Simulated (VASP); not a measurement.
# LuBC (P6_3/mmc) in VASP: settings compared

LuBC is run at these levels: RPBE, PBEsol, LDA, BLYP; tasks: single point.

Program: VASP 6.6.1. These are calculated values, not measurements. Logs are shortened: lines on timing, memory, paths and dates and some standing lists are left out, and cuts for length are marked.

### Step 1. The cell of the first run

The structure is hexagonal, space group P6_3/mmc (No. 194). The conventional cell has a = 2.991 Å, b = 2.991 Å, c = 7.744 Å, α = 90.00°, β = 90.00°, γ = 120.00°. Within 3.4 Å of Lu (site symmetry -3m) lie 6 B at 2.59 Å and 6 C at 2.59 Å and 6 Lu at 2.99 Å. B (site symmetry -6m2) has 3 C at 1.73 Å within 2.3 Å. C (site symmetry -6m2) has 3 B at 1.73 Å within 2.3 Å.

### Step 2. Single point, RPBE

INCAR reads:

```
SYSTEM = LuBC
  ALGO = Normal
  EDIFF = 1E-6
  ENCUT = 520
  GGA = RP
  ISIF = 2
  ISMEAR = 1
  LASPH = .TRUE.
  LCHARG = .TRUE.
  LELF = .TRUE.
  LREAL = .FALSE.
  LVHAR = .TRUE.
  LWAVE = .FALSE.
  NBANDS = 41
  NELM = 100
  PREC = Accurate
  SIGMA = 0.15
```

KPOINTS reads:

```
k-points
0
G
  10 10 4
  0 0 0
```

POSCAR reads:

```
LuBC
1.0
    2.9910680000      0.0000000000      0.0000000000
   -1.4955340000      2.5903408724      0.0000000000
    0.0000000000      0.0000000000      7.7441800000
Lu B C
2 2 2
Direct
    0.0000000000      0.0000000000      0.0000000000
    0.0000000000      0.0000000000      0.5000000000
    0.6666666667      0.3333333333      0.2500000000
    0.3333333333      0.6666666667      0.7500000000
    0.6666666667      0.3333333333      0.7500000000
    0.3333333333      0.6666666667      0.2500000000
```

Potentials or basis: VASP PAW PBE potentials, release 64 (Lu, B, C).

On the command line:

```sh
$ cat potpaw_PBE.64/Lu/POTCAR potpaw_PBE.64/B/POTCAR potpaw_PBE.64/C/POTCAR > POTCAR
$ mpirun -np 1 vasp_std > vasp.out
```

OUTCAR:

```text
SYSTEM = LuBC
   EDIFF = 1E-6
   ENCUT = 520
   GGA = RP
   ISIF = 2
   ISMEAR = 1
   LASPH = .TRUE.
   LREAL = .FALSE.
   NELM = 100
   PREC = Accurate

 ion  position               nearest neighbor table
   1  0.000  0.000  0.000-   3 2.59   4 2.59   5 2.59   6 2.59   4 2.59   6 2.59   3 2.59   5 2.59
                             3 2.59   5 2.59   4 2.59   6 2.59
   2  0.000  0.000  0.500-   3 2.59   4 2.59   5 2.59   6 2.59   4 2.59   6 2.59   3 2.59   5 2.59
                             3 2.59   5 2.59   4 2.59   6 2.59
   3  0.667  0.333  0.250-   6 1.73   6 1.73   6 1.73   1 2.59   2 2.59   1 2.59   2 2.59   1 2.59
                             2 2.59
   4  0.333  0.667  0.750-   5 1.73   5 1.73   5 1.73   1 2.59   2 2.59   2 2.59   1 2.59   2 2.59
                             1 2.59
   5  0.667  0.333  0.750-   4 1.73   4 1.73   4 1.73   1 2.59   2 2.59   1 2.59   2 2.59   1 2.59
                             2 2.59
   6  0.333  0.667  0.250-   3 1.73   3 1.73   3 1.73   1 2.59   2 2.59   2 2.59   1 2.59   2 2.59
                             1 2.59

  LATTYP: Found a hexagonal cell.
 ALAT       =     2.9910680000
 C/A-ratio  =     2.5891019529

  Lattice vectors:

 A1 = (   2.9910680000,   0.0000000000,   0.0000000000)
 A2 = (  -1.4955340000,   2.5903408724,   0.0000000000)
 A3 = (   0.0000000000,   0.0000000000,   7.7441800000)

Analysis of symmetry for initial positions (statically):
=====================================================================
 Subroutine PRICEL returns:
 Original cell was already a primitive cell.

 Routine SETGRP: Setting up the symmetry group for a
 hexagonal supercell.

 Subroutine GETGRP returns: Found 24 space group operations
 (whereof 12 operations were pure point group operations)
 out of a pool of 24 trial point group operations.

The static configuration has the point symmetry D_3d.
 The point group associated with its full space group is D_6h.

Analysis of symmetry for dynamics (positions and initial velocities):
=====================================================================
 Subroutine PRICEL returns:
 Original cell was already a primitive cell.

 Routine SETGRP: Setting up the symmetry group for a
 hexagonal supercell.

 Subroutine GETGRP returns: Found 24 space group operations
 (whereof 12 operations were pure point group operations)
 out of a pool of 24 trial point group operations.

The dynamic configuration has the point symmetry D_3d.
 The point group associated with its full space group is D_6h.

 Subroutine INISYM returns: Found 24 space group operations
 (whereof 12 operations are pure point group operations),
 and found     1 'primitive' translations

----------------------------------------------------------------------------------------

                                     Primitive cell

  volume of cell :      60.0010

  direct lattice vectors                    reciprocal lattice vectors
     2.991068000  0.000000000  0.000000000     0.334328741  0.193024789  0.000000000
    -1.495534000  2.590340872  0.000000000     0.000000000  0.386049578  0.000000000
     0.000000000  0.000000000  7.744180000     0.000000000  0.000000000  0.129129230

  length of vectors
     2.991068000  2.991068000  7.744180000     0.386049578  0.386049578  0.129129230

  position of ions in fractional coordinates (direct lattice)
     0.000000000  0.000000000  0.000000000
     0.000000000  0.000000000  0.500000000
     0.666666667  0.333333333  0.250000000
     0.333333333  0.666666667  0.750000000
     0.666666667  0.333333333  0.750000000
     0.333333333  0.666666667  0.250000000

  ion indices of the primitive-cell ions
   primitive index   ion index
                 1           1
                 2           2
                 3           3
                 4           4
                 5           5
                 6           6

----------------------------------------------------------------------------------------

 KPOINTS: k-points

Automatic generation of k-mesh.
 Grid dimensions read from file:
 generate k-points for:   10   10    4

 Generating k-lattice:

  Cartesian coordinates                     Fractional coordinates (reciprocal lattice)
     0.033432874  0.019302479  0.000000000     0.100000000  0.000000000  0.000000000
     0.000000000  0.038604958  0.000000000     0.000000000  0.100000000  0.000000000
     0.000000000  0.000000000  0.032282307     0.000000000  0.000000000  0.250000000

  Length of vectors
     0.038604958  0.038604958  0.032282307

  Shift w.r.t. Gamma in fractional coordinates (k-lattice)
     0.000000000  0.000000000  0.000000000

 Subroutine IBZKPT returns following result:
 ===========================================

 Found     42 irreducible k-points:

 Following reciprocal coordinates:
            Coordinates               Weight
  0.000000  0.000000  0.000000      1.000000
  0.100000  0.000000  0.000000      6.000000
  0.200000  0.000000  0.000000      6.000000
  0.300000  0.000000  0.000000      6.000000
  0.400000  0.000000  0.000000      6.000000
  0.500000  0.000000  0.000000      3.000000
[... 16 lines left out ...]
  0.300000  0.100000  0.250000     24.000000
  0.400000  0.100000  0.250000     24.000000
 [... further k-points ...]
   k-points           NKPTS =     42   k-points in BZ     NKDIM =     42   number of bands    NBANDS=     41
   number of dos      NEDOS =    301   number of ions     NIONS =      6
   total plane-waves  NPLWV =  34560
   dimension x,y,z NGX =    24 NGY =   24 NGZ =   60
   dimension x,y,z NGXF=    48 NGYF=   48 NGZF=  120
   ions per type =               2   2   2
   NGX,Y,Z   is equivalent  to a cutoff of  13.34, 13.34, 12.88 a.u.
   NGXF,Y,Z  is equivalent  to a cutoff of  26.68, 26.68, 25.76 a.u.
 SYSTEM =  LuBC
   PREC   = accura    normal or accurate (medium, high low for compatibility)
   ISTART =      0    job   : 0-new  1-cont  2-samecut
   ICHARG =      2    charge: 1-file 2-atom 10-const
   ISPIN  =      1    spin polarized calculation?
   LNONCOLLINEAR =      F non collinear calculations
   LSORBIT =      F    spin-orbit coupling
   LASPH  =      T    aspherical Exc in radial PAW
   ENCUT  =  520.0 eV  38.22 Ry    6.18 a.u.   5.56  5.56 14.40*2*pi/ulx,y,z
   NELM   =    100;   NELMIN=  2; NELMDL= -5     # of ELM steps
   EDIFF  = 0.1E-05   stopping-criterion for ELM
   LREAL  =      F    real-space projection
   EDIFFG = 0.1E-04   stopping-criterion for IOM
   NSW    =      0    number of steps for IOM
   IBRION =     -1    ionic relax: 0-MD 1-quasi-New 2-CG
   NFREE  =      0    steps in history (QN), initial steepest desc. (CG)
   ISIF   =      2    stress and relaxation
   ISYM   =      2    0-nonsym 1-usesym 2-fastsym
   POTIM  = 0.5000    time-step for ionic-motion
   TEBEG  =    0.0;   TEEND  =   0.0 temperature during run
   PSTRESS=    0.0 pullay stress
   NELECT =      64.0000    total number of electrons
   NUPDOWN=      -1.0000    fix difference up-down
   EMIN   =  10.00;   EMAX   =-10.00  energy-range for DOS
   EFERMI =   0.00;   METHOD = LEGACY
   ISMEAR =     1;   SIGMA  =   0.15  broadening in eV -4-tet -1-fermi 0-gaus
   EFERMI_NEDOS =   21; number of points for ismear=-14 and -15
   IALGO  =     38    algorithm
   IMIX   =      4    mixing-type and parameters
     AMIX     =   0.40;   BMIX     =  1.00
     AMIX_MAG =   1.60;   BMIX_MAG =  1.00
  volume/ion in A,a.u.               =      10.00        67.48
  Fermi-wavevector in a.u.,A,eV,Ry     =   1.672689  3.160924 38.067597  2.797889
  Thomas-Fermi vector in A             =   2.757792
   LORBIT       =      0    0 simple, 1 ext, 2 COOP (PROOUT), +10 PAW based schemes
   GGA     = RP    functional components
   LHFCALC =     F    Hartree Fock is set to
   AEXX    =    0.0000 exact exchange contribution
   IVDW    =     0    specifies the selected vdW correction
   LEPSILON=     F    determine dielectric tensor
   LRPA    =     F    only Hartree local field effects (RPA)
 non-spin polarized calculation
 Methfessel and Paxton  Order N= 1 SIGMA  =   0.15
  energy-cutoff  :      520.00
  volume of cell :       60.00
 maximum number of plane-waves:      1685
 NGX is ok and might be reduce to    24
   NGX = 11   NGY = 11   NGZ = 29

 number of electron      64.0000002 magnetization

 Free energy of the ion-electron system (eV)
  ---------------------------------------------------
  ext. energy  EPLUGINS =         0.00000000
  ---------------------------------------------------
  free energy    TOTEN  =       -40.45455491 eV

  energy without entropy =      -40.45439084  energy(sigma->0) =      -40.45450022

 E-fermi :   7.1765     XC(G=0): -13.0908

 val. band max:        7.1473822781   @ k =   0.3000   0.2000   0.0000
 cond. band min:       7.2044807546   @ k =   0.1000   0.1000   0.0000
 fundamental gap:      0.0570984765
 Fermi energy:         7.1765389874

 k-point     1 :       0.0000    0.0000    0.0000
  band No.  band energies     occupation
      1     -48.9700      2.00000
      2     -48.9669      2.00000
      3     -20.2291      2.00000
      4     -19.9627      2.00000
      5     -19.0057      2.00000
      6     -19.0057      2.00000
[... 33 lines left out ...]
     40      11.0764      0.00000
     41      11.8477      0.00000

 k-point     2 :       0.1000    0.0000    0.0000
  band No.  band energies     occupation
      1     -48.9576      2.00000
      2     -48.9545      2.00000
      3     -20.1906      2.00000
      4     -19.9335      2.00000
      5     -19.1699      2.00000
      6     -19.1546      2.00000
[... 33 lines left out ...]
     40      11.8826      0.00000
     41      12.2545      0.00000

 k-point     3 :       0.2000    0.0000    0.0000
  band No.  band energies     occupation
      1     -48.9250      2.00000
      2     -48.9220      2.00000
      3     -20.0882      2.00000
      4     -19.8566      2.00000
      5     -19.5780      2.00000
      6     -19.5507      2.00000
[... 875 lines left out ...]
      2     -48.8593      2.00000
      3     -20.2248      2.00000
      4     -20.1966      2.00000
      5     -19.8584      2.00000
      6     -19.7317      2.00000
[... 33 lines left out ...]
     40      13.0198      0.00000
     41      13.9983      0.00000

 k-point    24 :       0.4000    0.1000    0.2500
  band No.  band energies     occupation
      1     -48.8383      2.00000
      2     -48.8364      2.00000
      3     -20.4479      2.00000
      4     -20.4174      2.00000
      5     -19.7864      2.00000
      6     -19.6734      2.00000
[... 33 lines left out ...]
     40      13.1463      0.00000
     41      14.6475      0.00000

 [... further k-points ...]
[... 5 lines left out ...]
  --------------------------------------------------------------------------------------
  -------------------------------------------------------------------------------------
  Total        1.6243905      1.6243905      2.2299977      0.0000000      0.0000000     -0.0000000
  in kB       43.3752879     43.3752879     59.5465151      0.0000000      0.0000000     -0.0000000
  external PRESSURE =      48.7656970 kB  Pullay stress =       0.0000000 kB

 VOLUME and BASIS-vectors are now :
 -----------------------------------------------------------------------------
  energy-cutoff  :      520.00
  volume of cell :       60.00
      direct lattice vectors                 reciprocal lattice vectors
     2.991068000  0.000000000  0.000000000     0.334328741  0.193024789  0.000000000
    -1.495534000  2.590340872  0.000000000     0.000000000  0.386049578  0.000000000
     0.000000000  0.000000000  7.744180000     0.000000000  0.000000000  0.129129230

 POSITION                                       TOTAL-FORCE (eV/Angst)
 -----------------------------------------------------------------------------------
      0.00000      0.00000      0.00000         0.000000      0.000000      0.000000
      0.00000      0.00000      3.87209         0.000000      0.000000      0.000000
      1.49553      0.86345      1.93605        -0.000000      0.000000      0.000000
     -0.00000      1.72689      5.80814         0.000000      0.000000     -0.000000
      1.49553      0.86345      5.80814         0.000000     -0.000000      0.000000
     -0.00000      1.72689      1.93605        -0.000000      0.000000      0.000000
 -----------------------------------------------------------------------------------
    total drift:                               -0.000000      0.000000      0.000000

  FREE ENERGIE OF THE ION-ELECTRON SYSTEM (eV)
  ---------------------------------------------------
  free  energy   TOTEN  =       -40.4545549105 eV

  energy  without entropy=      -40.4543908446  energy(sigma->0) =      -40.45450022
```

It took 97 s on 1 thread of Intel Xeon Platinum 8259CL at 2.50GHz (Skylake/Cascade Lake), shared host; peak memory 0.25 GiB.

What came out:

```yaml
Free_energy: -40.4546 eV
Pressure: 4.9 GPa
Band_gap_on_the_k_mesh: zero (band 32 reaches 7.51 eV, above the bottom of band 33 at 6.94 eV)
```

Caveat: the PAW data sets were made with another functional, which shifts forces and pressure a little; spin-orbit coupling is left out, which moves the levels of the heavy elements.

### Step 3. Single point, PBEsol

INCAR reads:

```
SYSTEM = LuBC
PREC     = Accurate       ! precision mode
ENCUT    = 520            ! plane-wave cutoff, eV
EDIFF    = 1E-6           ! SCF threshold, eV
ISMEAR   = 1              ! smearing method
SIGMA    = 0.15           ! smearing width, eV
LREAL    = .FALSE.        ! projectors in reciprocal space
LASPH    = .TRUE.         ! aspherical terms in the spheres
NELM     = 100            ! most SCF steps
ALGO     = Normal         ! electronic algorithm
ISIF     = 2              ! what is computed and relaxed
LWAVE    = .FALSE.        ! write WAVECAR
LCHARG   = .FALSE.        ! write CHGCAR
GGA      = PS             ! functional
NBANDS   = 41             ! bands
```

KPOINTS reads:

```
regular mesh
0
G
  10 10 4
  0 0 0
```

POSCAR is that of step 2.

Potentials or basis: VASP PAW PBE potentials, release 64 (Lu, B, C).

On the command line:

```sh
$ cat potpaw_PBE.64/Lu/POTCAR potpaw_PBE.64/B/POTCAR potpaw_PBE.64/C/POTCAR > POTCAR
$ mpirun -np 1 vasp_std > vasp.out
```

It took 94 s on 1 thread of Intel Xeon Platinum 8259CL at 2.50GHz (Skylake/Cascade Lake), shared host; peak memory 0.24 GiB.

The run converged. Its results:

* Free energy: -46.1712 eV
* Pressure: -5.9 GPa
* Band gap on the k mesh: zero (band 32 reaches 7.20 eV, above the bottom of band 33 at 6.66 eV)

Stress tensor (GPa, compression positive):
```
-6.14  0.00  0.00
 0.00 -6.14  0.00
 0.00  0.00 -5.29
```

Levels at points of the mesh, in eV from the Fermi level:
```tsv
k point	band 30	band 31	band 32	band 33	band 34	band 35
(0.00, 0.00, 0.00)	-2.96	-2.96	0.01	1.84	1.84	2.24
(0.50, 0.00, 0.00)	-4.40	-3.25	-2.56	0.60	2.73	2.93
(0.00, 0.00, 0.50)	-3.32	-1.31	-1.31	2.53	2.53	2.53
(0.50, 0.00, 0.50)	-4.33	-3.29	-3.29	0.61	0.61	4.40
```

Caveat: the PAW data sets were made with another functional, which shifts forces and pressure a little; spin-orbit coupling is left out, which moves the levels of the heavy elements.

### Step 4. Single point, LDA

INCAR reads:

```
  ALGO = Normal
  EDIFF = 1E-7
  ENCUT = 520
  GGA = CA
  ISIF = 2
  ISMEAR = 1
  LASPH = True
  LCHARG = False
  LREAL = False
  LWAVE = False
  NBANDS = 41
  NELM = 60
  PREC = Accurate
  SIGMA = 0.15
```

KPOINTS reads:

```
k-points
0
Gamma
  10 10 4
```

POSCAR is that of step 3.

On the command line:

```sh
$ cat potpaw_PBE.64/Lu/POTCAR potpaw_PBE.64/B/POTCAR potpaw_PBE.64/C/POTCAR > POTCAR
$ mpirun -np 1 vasp_std > vasp.out
```

Run time: 96 s. Hardware: 1 thread of Intel Xeon Platinum 8259CL at 2.50GHz (Skylake/Cascade Lake), shared host; peak memory 0.22 GiB.

Results (log left out):

- Free energy: -48.5621 eV
- Pressure: -10.9 GPa
- Band gap on the k mesh: zero (band 32 reaches 6.98 eV, above the bottom of band 33 at 6.47 eV)

Stress tensor (GPa, compression positive):
```
-11.67   0.00   0.00
  0.00 -11.67   0.00
  0.00   0.00  -9.40
```

Levels at points of the mesh, in eV from the Fermi level:
```
           k point  band 30  band 31  band 32  band 33  band 34  band 35
(0.00, 0.00, 0.00)    -2.96    -2.96    -0.02     1.83     1.83     2.19
(0.50, 0.00, 0.00)    -4.40    -3.19    -2.55     0.63     2.86     2.88
(0.00, 0.00, 0.50)    -3.31    -1.30    -1.30     2.50     2.50     2.50
(0.50, 0.00, 0.50)    -4.31    -3.27    -3.27     0.66     0.66     4.43
```

Caveat: the PAW data sets were made with another functional, which shifts forces and pressure a little; spin-orbit coupling is left out, which moves the levels of the heavy elements.

[end of part 1 of 2]
